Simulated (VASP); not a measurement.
# MnInC4N4 (P-43m) in VASP: single point with PBE

Aim: the single point of MnInC4N4 with PBE.

Program: VASP 6.6.1. These are calculated values, not measurements. Logs are shortened: lines on timing, memory, paths and dates and some standing lists are left out, and cuts for length are marked.

### 1 The cell of the first run

The structure is cubic, space group P-43m (No. 215). Conventional cell: a = 6.011 Å, b = 6.011 Å, c = 6.011 Å, α = 90.00°, β = 90.00°, γ = 90.00°. Within 2.6 Å of Mn (site symmetry -43m) lie 4 C at 1.94 Å. In (site symmetry -43m) has 4 N at 2.10 Å within 2.8 Å. C (site symmetry 3m) has 1 N at 1.17 Å within 1.6 Å. N (site symmetry 3m) has 1 C at 1.17 Å within 1.6 Å.

### 2 Single point, PBE, collinear spin, ferromagnetic start

File INCAR:

```
SYSTEM = MnInC4N4
PREC     = Accurate       ! precision mode
ENCUT    = 520            ! plane-wave cutoff, eV
EDIFF    = 1E-7           ! SCF threshold, eV
ISMEAR   = 0              ! smearing method
SIGMA    = 0.1            ! smearing width, eV
LREAL    = .False.        ! projectors in reciprocal space
LASPH    = .True.         ! aspherical terms in the spheres
NELM     = 150            ! most SCF steps
ALGO     = Normal         ! electronic algorithm
ISIF     = 2              ! what is computed and relaxed
LWAVE    = .False.        ! write WAVECAR
LCHARG   = .True.         ! write CHGCAR
ISPIN    = 2              ! spin polarisation
MAGMOM   = 4 0 0 0 0 0 0 0 0 0 ! initial moments
LORBIT   = 11             ! projections on sites
LMAXMIX  = 4              ! l up to which the mixer works
GGA      = PE             ! functional
LELF     = .True.         ! ELF
LVHAR    = .True.       
NBANDS   = 46             ! bands
```

File KPOINTS:

```
Automatic mesh
0
Gamma
  4 4 4
  0 0 0
```

File POSCAR:

```
MnInC4N4
1.0
    6.0107936500      0.0000000000      0.0000000000
    0.0000000000      6.0107936500      0.0000000000
    0.0000000000      0.0000000000      6.0107936500
Mn In C N
1 1 4 4
Direct
    0.0000000000      0.0000000000      0.0000000000
    0.5000000000      0.5000000000      0.5000000000
    0.1861492700      0.1861492700      0.1861492700
    0.1861492700      0.8138507300      0.8138507300
    0.8138507300      0.1861492700      0.8138507300
    0.8138507300      0.8138507300      0.1861492700
    0.2985304000      0.2985304000      0.2985304000
    0.2985304000      0.7014696000      0.7014696000
    0.7014696000      0.2985304000      0.7014696000
    0.7014696000      0.7014696000      0.2985304000
```

Potentials or basis: VASP PAW PBE potentials, release 64 (Mn_pv, In_d, C, N).

The run is started by

```sh
$ cat potpaw_PBE.64/Mn_pv/POTCAR potpaw_PBE.64/In_d/POTCAR potpaw_PBE.64/C/POTCAR potpaw_PBE.64/N/POTCAR > POTCAR
$ mpirun -np 1 vasp_std > vasp.out
```

OUTCAR:

```text
SYSTEM = MnInC4N4
   PREC = Accurate
   ENCUT = 520
   EDIFF = 1E-7
   ISMEAR = 0
   LREAL = .False.
   LASPH = .True.
   NELM = 150
   ISIF = 2
   ISPIN = 2
   LORBIT = 11
   GGA = PE

 ion  position               nearest neighbor table
   1  0.000  0.000  0.000-   3 1.94   4 1.94   5 1.94   6 1.94
   2  0.500  0.500  0.500-   7 2.10   8 2.10   9 2.10  10 2.10
   3  0.186  0.186  0.186-   7 1.17   1 1.94
   4  0.186  0.814  0.814-   8 1.17   1 1.94
   5  0.814  0.186  0.814-   9 1.17   1 1.94
   6  0.814  0.814  0.186-  10 1.17   1 1.94
   7  0.299  0.299  0.299-   3 1.17   2 2.10
   8  0.299  0.701  0.701-   4 1.17   2 2.10
   9  0.701  0.299  0.701-   5 1.17   2 2.10
  10  0.701  0.701  0.299-   6 1.17   2 2.10

  LATTYP: Found a simple cubic cell.
 ALAT       =     6.0107936500

  Lattice vectors:

 A1 = (   6.0107936500,   0.0000000000,   0.0000000000)
 A2 = (   0.0000000000,   6.0107936500,   0.0000000000)
 A3 = (   0.0000000000,   0.0000000000,   6.0107936500)

Analysis of symmetry for initial positions (statically):
=====================================================================
 Subroutine PRICEL returns:
 Original cell was already a primitive cell.

 Routine SETGRP: Setting up the symmetry group for a
 simple cubic supercell.

 Subroutine GETGRP returns: Found 24 space group operations
 (whereof 24 operations were pure point group operations)
 out of a pool of 48 trial point group operations.

The static configuration has the point symmetry T_d .

Analysis of symmetry for dynamics (positions and initial velocities):
=====================================================================
 Subroutine PRICEL returns:
 Original cell was already a primitive cell.

 Routine SETGRP: Setting up the symmetry group for a
 simple cubic supercell.

 Subroutine GETGRP returns: Found 24 space group operations
 (whereof 24 operations were pure point group operations)
 out of a pool of 48 trial point group operations.

The dynamic configuration has the point symmetry T_d .

Analysis of structural, dynamic, and magnetic symmetry:
=====================================================================
 Subroutine PRICEL returns:
 Original cell was already a primitive cell.

 Routine SETGRP: Setting up the symmetry group for a
 simple cubic supercell.

 Subroutine GETGRP returns: Found 24 space group operations
 (whereof 24 operations were pure point group operations)
 out of a pool of 48 trial point group operations.

The overall configuration has the point symmetry T_d .

[... 149 lines left out ...]

 val. band max:        0.8071349370   @ k =   0.2500   0.2500   0.0000
 cond. band min:       0.8171445430   @ k =   0.5000   0.2500   0.2500
 fundamental gap:      0.0100096059
 Fermi energy:         0.8109027383

 spin component 1

 k-point     1 :       0.0000    0.0000    0.0000
  band No.  band energies     occupation
      1     -48.6336      1.00000
      2     -48.6336      1.00000
      3     -48.6336      1.00000
      4     -18.3196      1.00000
      5     -18.2683      1.00000
      6     -18.2683      1.00000
[... 449 lines left out ...]
     42       4.7111      0.00000
     43       5.8562      0.00000
 Fermi energy:         0.8109027383

 spin component 2

 k-point     1 :       0.0000    0.0000    0.0000
  band No.  band energies     occupation
      1     -45.5438      1.00000
      2     -45.5438      1.00000
      3     -45.5438      1.00000
      4     -18.2213      1.00000
      5     -18.1729      1.00000
      6     -18.1729      1.00000
[... 449 lines left out ...]
     42       5.0165      0.00000
     43       6.1503      0.00000
 [bands above 43 left out]

------------------------ aborting loop because EDIFF is reached ----------------------------------------

  FORCE on cell =-STRESS in cart. coord.  units (eV):
  Direction    XX          YY          ZZ          XY          YZ          ZX
  --------------------------------------------------------------------------------------
  -------------------------------------------------------------------------------------
  Total        2.6856745      2.6856745      2.6856745      0.0000000      0.0000000      0.0000000
  in kB       19.8138334     19.8138334     19.8138334      0.0000000      0.0000000      0.0000000
  external PRESSURE =      19.8138334 kB  Pullay stress =       0.0000000 kB

 VOLUME and BASIS-vectors are now :
 -----------------------------------------------------------------------------
  energy-cutoff  :      520.00
  volume of cell :      217.17
      direct lattice vectors                 reciprocal lattice vectors
     6.010793650  0.000000000  0.000000000     0.166367381  0.000000000  0.000000000
     0.000000000  6.010793650  0.000000000     0.000000000  0.166367381  0.000000000
     0.000000000  0.000000000  6.010793650     0.000000000  0.000000000  0.166367381

 POSITION                                       TOTAL-FORCE (eV/Angst)
 -----------------------------------------------------------------------------------
      0.00000      0.00000      0.00000        -0.000000      0.000000      0.000000
      3.00540      3.00540      3.00540        -0.000000      0.000000      0.000000
      1.11890      1.11890      1.11890        -0.592910     -0.592910     -0.592910
      1.11890      4.89189      4.89189        -0.592910      0.592910      0.592910
      4.89189      1.11890      4.89189         0.592910     -0.592910      0.592910
      4.89189      4.89189      1.11890         0.592910      0.592910     -0.592910
      1.79440      1.79440      1.79440         0.993862      0.993862      0.993862
      1.79440      4.21639      4.21639         0.993862     -0.993862     -0.993862
      4.21639      1.79440      4.21639        -0.993862      0.993862     -0.993862
      4.21639      4.21639      1.79440        -0.993862     -0.993862      0.993862
 -----------------------------------------------------------------------------------
    total drift:                                0.000000      0.000000      0.000000

  FREE ENERGIE OF THE ION-ELECTRON SYSTEM (eV)
  ---------------------------------------------------
  free  energy   TOTEN  =       -77.3699954333 eV

  energy  without entropy=      -77.3206765162  energy(sigma->0) =      -77.34533597

 total charge

# of ion       s       p       d       tot
------------------------------------------
    1        0.360   6.442   5.070  11.872
    2        0.634   0.726  10.020  11.380
    3        0.972   1.600   0.000   2.572
    4        0.972   1.600   0.000   2.572
    5        0.972   1.600   0.000   2.572
    6        0.972   1.600   0.000   2.572
    7        1.282   2.646   0.000   3.928
    8        1.282   2.646   0.000   3.928
    9        1.282   2.646   0.000   3.928
   10        1.282   2.646   0.000   3.928
--------------------------------------------------
tot         10.010  24.151  15.090  49.251

 magnetization (x)

# of ion       s       p       d       tot
------------------------------------------
    1        0.018   0.123   2.835   2.976
    2        0.003  -0.000   0.005   0.008
    3       -0.004  -0.019   0.000  -0.024
    4       -0.004  -0.019   0.000  -0.024
    5       -0.004  -0.019   0.000  -0.024
    6       -0.004  -0.019   0.000  -0.024
    7        0.006   0.081   0.000   0.086
    8        0.006   0.081   0.000   0.086
    9        0.006   0.081   0.000   0.086
   10        0.006   0.081   0.000   0.086
--------------------------------------------------
tot          0.028   0.367   2.840   3.235
```

OSZICAR:

```text
N       E                     dE             d eps       ncg     rms          rms(c)
DAV:   1     0.568809268979E+03    0.56881E+03   -0.29409E+04  2088   0.129E+03
DAV:   2    -0.783233735110E-01   -0.56889E+03   -0.52364E+03  1984   0.351E+02
DAV:   3    -0.847005344455E+02   -0.84622E+02   -0.82202E+02  2338   0.142E+02
[... 11 lines left out ...]
DAV:  15    -0.773699826437E+02   -0.38096E-04   -0.36684E-05  2148   0.348E-02    0.392E-02
DAV:  16    -0.773699943013E+02   -0.11658E-04   -0.16544E-05  2044   0.278E-02    0.105E-02
DAV:  17    -0.773699951673E+02   -0.86601E-06   -0.18498E-06  2448   0.134E-02    0.526E-03
DAV:  18    -0.773699954054E+02   -0.23814E-06   -0.35645E-07  1962   0.361E-03    0.315E-03
DAV:  19    -0.773699954333E+02   -0.27832E-07   -0.99304E-08  1532   0.242E-03
   1 F= -.77369995E+02 E0= -.77345336E+02  d E =-.493189E-01  mag=     4.0000
```

It took 3.1 min on 1 thread of Intel Xeon 6975P-C (Granite Rapids), shared host; peak memory 0.5 GiB.

Results:

| Property | Result |
| --- | --- |
| Free energy | -77.3700 eV |
| Pressure | 2.0 GPa |
| Largest force | 1.721 eV/Å |
| Band gap on the k mesh | zero (filled and empty bands overlap) |
| Net moment | 4.00 μB per cell |
| Site moments | Mn +2.98; In +0.01; C -0.02; N +0.09 μB |
| Valence electrons inside the program's atomic spheres | Mn 11.87; In 11.38; C 2.57; N 3.93 |

Forces in eV/Å, atoms in the order of the input:
```
Mn   0.000  0.000  0.000
In   0.000  0.000  0.000
C   -0.593 -0.593 -0.593
C   -0.593  0.593  0.593
C    0.593 -0.593  0.593
C    0.593  0.593 -0.593
N    0.994  0.994  0.994
N    0.994 -0.994 -0.994
N   -0.994  0.994 -0.994
N   -0.994 -0.994  0.994
```

Levels at points of the mesh, in eV from the Fermi level:
Spin up:
```tsv
k point	band 31	band 32	band 33	band 34	band 35	band 36
(0.00, 0.00, 0.00)	-1.20	-1.20	-1.20	2.01	2.74	2.74
(0.50, 0.00, 0.00)	-1.08	-0.92	-0.92	2.15	2.50	2.50
(0.50, 0.50, 0.00)	-1.02	-0.89	-0.89	1.96	2.83	2.83
(0.50, 0.50, 0.50)	-1.05	-1.05	-1.05	2.02	3.12	3.12
```
Spin down:
| k point | band 26 | band 27 | band 28 | band 29 | band 30 | band 31 | band 32 | band 33 |
| --- | --- | --- | --- | --- | --- | --- | --- | --- |
| (0.00, 0.00, 0.00) | -4.83 | -4.83 | -4.83 | 0.01 | 0.01 | 0.47 | 0.47 | 0.47 |
| (0.50, 0.00, 0.00) | -4.90 | -4.72 | -4.72 | -0.09 | 0.10 | 0.74 | 0.89 | 0.89 |
| (0.50, 0.50, 0.00) | -4.78 | -4.78 | -4.74 | -0.08 | 0.08 | 0.90 | 1.01 | 1.01 |
| (0.50, 0.50, 0.50) | -4.71 | -4.71 | -4.71 | 0.01 | 0.01 | 0.79 | 0.79 | 0.79 |

Caveat: spin-orbit coupling is left out, which moves the levels of the heavy elements; a cell with one magnetic atom can't hold antiferromagnetic order, which such compounds often take; forces of over 1 eV/Å act on the atoms, so gaps and moduli don't describe the material at rest. With open d or f shells a metallic result of PBE can be an artefact of self-interaction; +U or a hybrid may open a gap.
